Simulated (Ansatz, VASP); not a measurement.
CsH in VASP and in Ansatz

The input INCAR:

```
PREC     = Accurate       # precision mode
ENCUT    = 520            # plane-wave cutoff, eV
EDIFF    = 1E-6           # SCF threshold, eV
ISMEAR   = 0              # smearing method
SIGMA    = 0.05           # smearing width, eV
LREAL    = F              # projectors in reciprocal space
LASPH    = T              # aspherical terms in the spheres
NELM     = 80             # most SCF steps
ALGO     = Normal         # electronic algorithm
ISIF     = 2              # what is computed and relaxed
LWAVE    = F              # write WAVECAR
LCHARG   = F              # write CHGCAR
GGA      = CA             # functional
NBANDS   = 12             # bands
```

The input KPOINTS:

```
Automatic mesh
0
Gamma
  8 8 8
```

File POSCAR:

```
CsH
1.0
   -0.2391000000      3.1880000000      3.1880000000
    3.1880000000     -0.2391000000      3.1880000000
    2.9489000000      2.9489000000      0.0000000000
Cs H
1 1
Direct
    0.0000000000      0.0000000000      0.0000000000
    0.5000000000      0.5000000000      0.5000000000
```

Input for Ansatz:

```yaml
crystal:
  lattice:
    - [-0.2391, 3.188, 3.188]
    - [3.188, -0.2391, 3.188]
    - [2.9489, 2.9489, 0.0]
  atoms:
    - { symbol: Cs, position: [0.0, 0.0, 0.0] }
    - { symbol: H, position: [0.5, 0.5, 0.5] }
basis:
  ecutwfc: 420
kpoints:
  mp_grid: { grid: [8, 8, 8] }
hamiltonian:
  xc: lda
scf:
  occupations: { method: gaussian, width: 0.05 }
output:
  forces: true
  stress: true
  eigenvalues: true
```

Change from the starting cell: strain -0.1500 x Voigt [0, 0, 0, 0, 0, 1], atoms carried along.

Alike in both runs: task single point; functional LDA; k mesh 8 × 8 × 8; occupations gaussian, width 0.05 eV; no spin polarisation.

|  | VASP | Ansatz |
| --- | --- | --- |
| version | VASP 6.6.1 | Ansatz 0.2.0 |
| potentials or method | VASP PAW LDA potentials, release 64 (Cs_sv, H), cutoff 520 eV | scalar-relativistic, plane waves, PAW |
| valence electrons in the cell | 10 | 10 |

```csv
,VASP,Ansatz,Ansatz less VASP
gap on the k mesh at the Fermi level (eV),1.84,1.86,+0.018
least direct gap on the mesh (eV),1.92,1.95,+0.022
pressure (GPa),-1.3,-1.3,-0.02
"traceless stress, the component that is largest in VASP (GPa)",0.85,0.85,+0.001
```

LDA's correlation is that of Perdew and Zunger in VASP and of Perdew and Wang (1992) in Ansatz.

Spin-orbit coupling is off throughout.
